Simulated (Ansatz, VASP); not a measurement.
## NbTe4Mo: VASP beside Ansatz

The input INCAR:

```
SYSTEM = NbTe4Mo
PREC = Accurate
ENCUT = 520
EDIFF = 1E-6
ISMEAR = 0
SIGMA = 0.1
LREAL = .False.
LASPH = .True.
NELM = 80
ALGO = Normal
ISIF = 2
LWAVE = .False.
LCHARG = .True.
GGA = PE
LELF = .True.
LVHAR = .True.
NBANDS = 34
```

File KPOINTS:

```
regular mesh
0
Gamma
  6 6 2
  0 0 0
```

Contents of POSCAR:

```
NbTe4Mo
1.0
    3.6872734600      0.0000000000      0.0000000000
   -1.8436367300      3.1932724900      0.0000000000
    0.0000000000      0.0000000000     14.6451270400
Nb Te Mo
1 4 1
Direct
    0.6666666700      0.3333333300      0.5000000000
    0.3333333300      0.6666666700      0.3709999900
    0.6666666700      0.3333333300      0.8709999900
    0.3333333300      0.6666666700      0.6290000100
    0.6666666700      0.3333333300      0.1290000100
    0.3333333300      0.6666666700      0.0000000000
```

Input for Ansatz:

```yaml
crystal:
  lattice:
    - [3.68727346, 0.0, 0.0]
    - [-1.84363673, 3.19327249, 0.0]
    - [0.0, 0.0, 14.64512704]
  atoms:
    - { symbol: Nb, position: [0.66666667, 0.33333333, 0.5] }
    - { symbol: Te, position: [0.33333333, 0.66666667, 0.37099999] }
    - { symbol: Te, position: [0.66666667, 0.33333333, 0.87099999] }
    - { symbol: Te, position: [0.33333333, 0.66666667, 0.62900001] }
    - { symbol: Te, position: [0.66666667, 0.33333333, 0.12900001] }
    - { symbol: Mo, position: [0.33333333, 0.66666667, 0.0] }
basis:
  ecutwfc: 420
kpoints:
  mp_grid: { grid: [6, 6, 2] }
hamiltonian:
  xc: pbe
scf:
  occupations: { method: gaussian, width: 0.1 }
  lower_state_search: "off"
output:
  forces: true
  stress: true
  eigenvalues: true
```

Alike in both runs: task single point; functional PBE; k mesh 6 × 6 × 2; occupations gaussian, width 0.1 eV; no spin polarisation.

```csv
,VASP,Ansatz
version,VASP 6.6.1,Ansatz 0.2.0
potentials or method,"VASP PAW PBE potentials, release 64 (Nb_sv, Te, Mo_sv), cutoff 520 eV","scalar-relativistic, plane waves, PAW"
valence electrons in the cell,51,91
```

|  | VASP | Ansatz | Ansatz less VASP |
| --- | --- | --- | --- |
| gap on the k mesh at the Fermi level (eV) | none | none | - |
| pressure (GPa) | -5.0 | -4.9 | +0.04 |
| traceless stress, the component that is largest in VASP (GPa) | -1.49 | -1.51 | -0.020 |
| rms of the force components (eV/Å) | 0.495 | 0.498 | +0.0021 |

Atom by atom the forces differ by 0.003 eV/Å (rms over components). A gap of «none» marks a metal or a gap that the smearing closes. The functional is the same, so the differences come from potentials, cutoffs and numerics. VASP's potentials hold 51 valence electrons a cell and Ansatz's 91, so a difference there can come from the potentials and not from the codes.

Spin-orbit coupling is off throughout.
